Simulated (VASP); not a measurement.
Set up this calculation in VASP 6.6.1, as the native input.

```
Task                   : single point
Functional             : LDA
Potentials or basis    : VASP PAW LDA potentials, release 64 (Mg_sv, O)
Cutoff                 : 840 eV
k mesh                 : 8 × 8 × 8
Occupations            : fermi-dirac, width 0.02 eV
Spin                   : no spin polarisation
Dipole correction      : no
Further INCAR settings : ALGO = Normal; EDIFF = 1e-06; NBANDS = 15
```

The structure of MgO lies in POSCAR:

```
MgO
1.0
    0.0000000000      2.1085000000      2.1085000000
    2.1085000000      0.0000000000      2.1085000000
    2.1085000000      2.1085000000      0.0000000000
Mg O
1 1
Direct
    0.0000000000      0.0000000000      0.0000000000
    0.5000000000      0.5000000000      0.5000000000
```

One way to write it, as run:

INCAR

```
SYSTEM = MgO
ALGO = Normal
EDIFF = 1E-6
ENCUT = 840
GGA = CA
GGA_COMPAT = .FALSE.
ISIF = 2
ISMEAR = -1
LASPH = .TRUE.
LCHARG = .TRUE.
LELF = .TRUE.
LREAL = .FALSE.
LVHAR = .TRUE.
LWAVE = .FALSE.
NBANDS = 15
NELM = 120
PREC = Accurate
SIGMA = 0.02
```

KPOINTS

```
k-points
0
G
  8 8 8
  0 0 0
```

Potentials or basis: VASP PAW LDA potentials, release 64 (Mg_sv, O).

Command:

```sh
$ cat potpaw_LDA.64/Mg_sv/POTCAR potpaw_LDA.64/O/POTCAR > POTCAR
$ mpirun -np 1 vasp_std > vasp.out
```

Results of the run:

```
Pressure               : -6.1 GPa
Band gap on the k mesh : 4.63 eV
```

Caveat: the cell stands under tension.

Wall time 11 s on 1 thread of AMD EPYC 7R13 Processor (Zen 3), with other jobs on the host, peak memory 0.11 GiB.
